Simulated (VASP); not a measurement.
# Eu (Im-3m) in VASP: further runs

The runs below take Eu through density of states, electric field gradients, with PBE.

Program: VASP 6.6.1. These are calculated values, not measurements. Logs are shortened: lines on timing, memory, paths and dates and some standing lists are left out, and cuts for length are marked.

**1. The cell of the first run**

Symmetry: Im-3m, No. 229, cubic system. The conventional cell has a = 4.551 Å, b = 4.551 Å, c = 4.551 Å, α = 90.00°, β = 90.00°, γ = 90.00°. Within 5.2 Å of Eu (site symmetry m-3m) lie 14 Eu at 3.94 to 4.55 Å.

**2. Density of states, PBE, collinear spin, ferromagnetic start**

Contents of POSCAR:

```
Eu
1.0
   -2.2755000000      2.2755000000      2.2755000000
    2.2755000000     -2.2755000000      2.2755000000
    2.2755000000      2.2755000000     -2.2755000000
Eu
1
Direct
    0.0000000000      0.0000000000      0.0000000000
```

Contents of INCAR.step1:

```
SYSTEM = Eu
PREC = Accurate ; ENCUT = 520
EDIFF = 1E-6 ; ISMEAR = -1
SIGMA = 0.03 ; LREAL = .FALSE.
LASPH = .TRUE. ; NELM = 150
ALGO = Normal ; ISIF = 2
LWAVE = .FALSE. ; LCHARG = .TRUE.
ISPIN = 2 ; MAGMOM = 7
LMAXMIX = 6 ; GGA = PE
NBANDS = 18
```

Contents of KPOINTS.step1:

```
regular mesh
0
G
  11 11 11
  0 0 0
```

Contents of INCAR.step2:

```
SYSTEM = Eu
PREC = Accurate ; ENCUT = 520
EDIFF = 1E-6 ; ISMEAR = -5
SIGMA = 0.03 ; LREAL = .FALSE.
LASPH = .TRUE. ; NELM = 150
ALGO = Normal ; ISIF = 2
LWAVE = .FALSE. ; LCHARG = .FALSE.
ISPIN = 2 ; MAGMOM = 7
LORBIT = 11 ; LMAXMIX = 6
GGA = PE ; NBANDS = 18
NEDOS = 2001 ; ICHARG = 11
```

Contents of KPOINTS.step2:

```
regular mesh
0
G
  17 17 17
  0 0 0
```

Potentials or basis: VASP PAW PBE potentials, release 64 (Eu).

The run is started by

```console
$ cat potpaw_PBE.64/Eu/POTCAR > POTCAR
$ cp INCAR.step1 INCAR
$ cp KPOINTS.step1 KPOINTS
$ mpirun -np 1 vasp_std > vasp.out
$ cp INCAR.step2 INCAR
$ cp KPOINTS.step2 KPOINTS
$ mpirun -np 1 vasp_std > vasp.out
```

OUTCAR:

```text
SYSTEM = Eu
   PREC = Accurate
   ENCUT = 520
   EDIFF = 1E-6
   ISMEAR = -5
   LREAL = .FALSE.
   LASPH = .TRUE.
   NELM = 150
   ISIF = 2
   ISPIN = 2
   LORBIT = 11
   GGA = PE
   ICHARG = 11

 ion  position               nearest neighbor table
   1  0.000  0.000  0.000-

  LATTYP: Found a body centered cubic cell.
 ALAT       =     4.5510000000

  Lattice vectors:

 A1 = (  -2.2755000000,   2.2755000000,   2.2755000000)
 A2 = (   2.2755000000,  -2.2755000000,   2.2755000000)
 A3 = (   2.2755000000,   2.2755000000,  -2.2755000000)

Analysis of symmetry for initial positions (statically):
=====================================================================
 Subroutine PRICEL returns:
 Original cell was already a primitive cell.

 Routine SETGRP: Setting up the symmetry group for a
 body centered cubic supercell.

 Subroutine GETGRP returns: Found 48 space group operations
 (whereof 48 operations were pure point group operations)
 out of a pool of 48 trial point group operations.

The static configuration has the point symmetry O_h .

Analysis of symmetry for dynamics (positions and initial velocities):
=====================================================================
 Subroutine PRICEL returns:
 Original cell was already a primitive cell.

 Routine SETGRP: Setting up the symmetry group for a
 body centered cubic supercell.

 Subroutine GETGRP returns: Found 48 space group operations
 (whereof 48 operations were pure point group operations)
 out of a pool of 48 trial point group operations.

The dynamic configuration has the point symmetry O_h .

Analysis of structural, dynamic, and magnetic symmetry:
=====================================================================
 Subroutine PRICEL returns:
 Original cell was already a primitive cell.

 Routine SETGRP: Setting up the symmetry group for a
 body centered cubic supercell.

 Subroutine GETGRP returns: Found 48 space group operations
 (whereof 48 operations were pure point group operations)
 out of a pool of 48 trial point group operations.

The overall configuration has the point symmetry O_h .

 Subroutine INISYM returns: Found 48 space group operations
 (whereof 48 operations are pure point group operations),
 and found     1 'primitive' translations

----------------------------------------------------------------------------------------

                                     Primitive cell

  volume of cell :      47.1292
[... 102 lines left out ...]
   EMIN   =  10.00;   EMAX   =-10.00  energy-range for DOS
   EFERMI =   0.00;   METHOD = LEGACY
   ISMEAR =    -5;   SIGMA  =   0.03  broadening in eV -4-tet -1-fermi 0-gaus
   EFERMI_NEDOS =   21; number of points for ismear=-14 and -15
   IALGO  =     38    algorithm
   IMIX   =      4    mixing-type and parameters
     AMIX     =   0.40;   BMIX     =  1.00
     AMIX_MAG =   1.60;   BMIX_MAG =  1.00
  volume/ion in A,a.u.               =      47.13       318.04
  Fermi-wavevector in a.u.,A,eV,Ry     =   1.165362  2.202215 18.477655  1.358069
  Thomas-Fermi vector in A             =   2.301889
   LORBIT       =     11    0 simple, 1 ext, 2 COOP (PROOUT), +10 PAW based schemes
   GGA     = PE    functional components
   LHFCALC =     F    Hartree Fock is set to
   AEXX    =    0.0000 exact exchange contribution
   IVDW    =     0    specifies the selected vdW correction
   LEPSILON=     F    determine dielectric tensor
   LRPA    =     F    only Hartree local field effects (RPA)
 spin polarized calculation
 Fermi weights with tetrahedron method with Bloechl corrections
  energy-cutoff  :      520.00
  volume of cell :       47.13
 maximum number of plane-waves:      1286
 NGX is ok and might be reduce to    30

 number of electron      17.0000004 magnetization       7.2860554

 Free energy of the ion-electron system (eV)
  ---------------------------------------------------
  ext. energy  EPLUGINS =         0.00000000
  ---------------------------------------------------
  free energy    TOTEN  =       -11.41069549 eV

  energy without entropy =      -11.41069549  energy(sigma->0) =      -11.41069549

 E-fermi :   1.7291     XC(G=0):  -8.3840

 val. band max:        1.7359431084   @ k =   0.2353   0.1765   0.1765
 cond. band min:       1.7275085168   @ k =  -0.3529  -0.3529   0.0588
 fundamental gap:     -0.0084345917
 Fermi energy:         1.7290541205

 spin component 1

 k-point     1 :       0.0000    0.0000    0.0000
  band No.  band energies     occupation
      1     -40.0259      1.00000
      2     -18.6565      1.00000
      3     -18.6565      1.00000
      4     -18.6565      1.00000
      5      -2.4874      1.00000
      6       1.2061      1.00000
[... 493 lines left out ...]
     17       5.3815      0.00000
     18       9.5524      0.00000

 [... further k-points ...]

 spin component 2

 k-point     1 :       0.0000    0.0000    0.0000
  band No.  band energies     occupation
      1     -36.8881      1.00000
      2     -16.3322      1.00000
      3     -16.3322      1.00000
      4     -16.3322      1.00000
      5      -1.8069      1.00000
      6       4.3745      0.00000
[... 493 lines left out ...]
     17       6.8261      0.00000
     18      10.6553      0.00000

 [... further k-points ...]

------------------------ aborting loop because EDIFF is reached ----------------------------------------

  FORCE on cell =-STRESS in cart. coord.  units (eV):
  Direction    XX          YY          ZZ          XY          YZ          ZX
  --------------------------------------------------------------------------------------
  -------------------------------------------------------------------------------------
  Total       -0.4387190     -0.4387190     -0.4387190      0.0000000      0.0000000      0.0000000
  in kB      -14.9144242    -14.9144242    -14.9144242      0.0000000      0.0000000      0.0000000
  external PRESSURE =     -14.9144242 kB  Pullay stress =       0.0000000 kB

 VOLUME and BASIS-vectors are now :
 -----------------------------------------------------------------------------
  energy-cutoff  :      520.00
  volume of cell :       47.13
      direct lattice vectors                 reciprocal lattice vectors
    -2.275500000  2.275500000  2.275500000     0.000000000  0.219731927  0.219731927
     2.275500000 -2.275500000  2.275500000     0.219731927  0.000000000  0.219731927
     2.275500000  2.275500000 -2.275500000     0.219731927  0.219731927  0.000000000

 POSITION                                       TOTAL-FORCE (eV/Angst)
 -----------------------------------------------------------------------------------
      0.00000      0.00000      0.00000         0.000000      0.000000      0.000000
 -----------------------------------------------------------------------------------
    total drift:                               -0.000000      0.000000      0.000000

  FREE ENERGIE OF THE ION-ELECTRON SYSTEM (eV)
  ---------------------------------------------------
  free  energy   TOTEN  =       -11.4106954877 eV

  energy  without entropy=      -11.4106954877  energy(sigma->0) =      -11.41069549

 total charge

# of ion       s       p       d       f       tot
--------------------------------------------------
    1        2.081   5.717   0.244   6.677  14.719

 magnetization (x)

# of ion       s       p       d       f       tot
--------------------------------------------------
    1       -0.005  -0.100   0.111   6.676   6.681
```

Wall time 4.2 min (1 thread of Intel Xeon Platinum 8488C (Sapphire Rapids), shared host); peak memory 0.36 GiB.

Results:

```
Net moment                                            : 7.29 μB per cell
Site moments                                          : Eu +6.68 μB
Valence electrons inside the program's atomic spheres : Eu 14.72
```

Caveat: spin-orbit coupling is left out, which moves the levels of the heavy elements; tetrahedron occupations give inexact forces and stress in metals. The state reached can hang on the start; a lower one may exist.

**3. Electric field gradients, PBE, collinear spin, ferromagnetic start (volume scaled by 0.98)**

Contents of INCAR:

```
SYSTEM = Eu
PREC = Accurate
ENCUT = 520
EDIFF = 1E-8
ISMEAR = -1
SIGMA = 0.03
LREAL = .FALSE.
LASPH = .TRUE.
NELM = 150
ALGO = Normal
ISIF = 2
LWAVE = .FALSE.
LCHARG = .FALSE.
ISPIN = 2
MAGMOM = 7
LORBIT = 11
LMAXMIX = 6
GGA = PE
LEFG = .TRUE.
NBANDS = 18
```

Contents of KPOINTS:

```
regular mesh
0
G
  11 11 11
  0 0 0
```

Contents of POSCAR:

```
Eu
1.0
   -2.2602277278      2.2602277278      2.2602277278
    2.2602277278     -2.2602277278      2.2602277278
    2.2602277278      2.2602277278     -2.2602277278
Eu
1
Direct
    0.0000000000      0.0000000000      0.0000000000
```

Potentials or basis: VASP PAW PBE potentials, release 64 (Eu).

The run is started by

```console
$ cat potpaw_PBE.64/Eu/POTCAR > POTCAR
$ mpirun -np 1 vasp_std > vasp.out
```

OUTCAR:

```text
SYSTEM = Eu
   PREC = Accurate
   ENCUT = 520
   EDIFF = 1E-8
   ISMEAR = -1
   LREAL = .FALSE.
   LASPH = .TRUE.
   NELM = 150
   ISIF = 2
   ISPIN = 2
   LORBIT = 11
   GGA = PE

 ion  position               nearest neighbor table
   1  0.000  0.000  0.000-

  LATTYP: Found a body centered cubic cell.
 ALAT       =     4.5204554556

  Lattice vectors:

 A1 = (  -2.2602277278,   2.2602277278,   2.2602277278)
 A2 = (   2.2602277278,  -2.2602277278,   2.2602277278)
 A3 = (   2.2602277278,   2.2602277278,  -2.2602277278)

[... 1241 lines left out ...]
---------------------------------------------------------------------
 ion       V_xx      V_yy      V_zz      V_xy      V_xz      V_yz
---------------------------------------------------------------------
   1      -0.000    -0.000     0.000    -0.000    -0.000    -0.000
---------------------------------------------------------------------

 Electric field gradients after diagonalization (V/A^2)
 (convention: |V_zz| > |V_xx| > |V_yy|)
----------------------------------------------------------------------
 ion       V_xx      V_yy      V_zz     asymmetry (V_yy - V_xx)/ V_zz
----------------------------------------------------------------------
   1       0.000     0.000    -0.001       0.000
----------------------------------------------------------------------

           NMR quadrupolar parameters

 Cq : quadrupolar parameter    Cq=e*Q*V_zz/h
 eta: asymmetry parameters     (V_yy - V_xx)/ V_zz
 Q  : nuclear electric quadrupole moment in mb (millibarn)
----------------------------------------------------------------------
 ion       Cq(MHz)       eta       Q (mb)
----------------------------------------------------------------------
   1      -0.000       0.000       1.000
----------------------------------------------------------------------

 total charge

# of ion       s       p       d       f       tot
--------------------------------------------------
    1        2.081   5.716   0.252   6.671  14.721

 magnetization (x)

# of ion       s       p       d       f       tot
--------------------------------------------------
    1       -0.005  -0.099   0.113   6.669   6.678
```

OSZICAR:

```text
N       E                     dE             d eps       ncg     rms          rms(c)
DAV:   1     0.109245572901E+03    0.10925E+03   -0.66594E+03  4858   0.411E+03
DAV:   2     0.926896946020E+01   -0.99977E+02   -0.87584E+02  5132   0.269E+02
[... 13 lines left out ...]
DAV:  16    -0.114211392540E+02   -0.62278E-05   -0.23588E-05  6544   0.641E-02    0.585E-02
DAV:  17    -0.114211397465E+02   -0.49255E-06   -0.61665E-06  6502   0.401E-02    0.399E-02
DAV:  18    -0.114211392795E+02    0.46703E-06   -0.24467E-06  6164   0.303E-02    0.244E-02
DAV:  19    -0.114211392477E+02    0.31850E-07   -0.10465E-06  6760   0.215E-02    0.731E-03
DAV:  20    -0.114211391534E+02    0.94245E-07   -0.17488E-07  7518   0.550E-03    0.284E-03
DAV:  21    -0.114211391529E+02    0.54524E-09   -0.39616E-08  5236   0.404E-03
   1 F= -.11421139E+02 E0= -.11418925E+02  d E =-.442856E-02  mag=     7.2683
```

It took 2 min on 1 thread of Intel Xeon Platinum 8488C (Sapphire Rapids), shared host; peak memory 0.25 GiB.

Results:

* Free energy: -11.4211 eV
* Pressure: -1.3 GPa
* Net moment: 7.27 μB per cell
* Site moments: Eu +6.68 μB
* Valence electrons inside the program's atomic spheres: Eu 14.72

Caveat: without QUAD_EFG the Cq values of the log hold for a quadrupole moment of 1 mb, not for the nuclei; spin-orbit coupling is left out, which moves the levels of the heavy elements. The state reached can hang on the start; a lower one may exist.
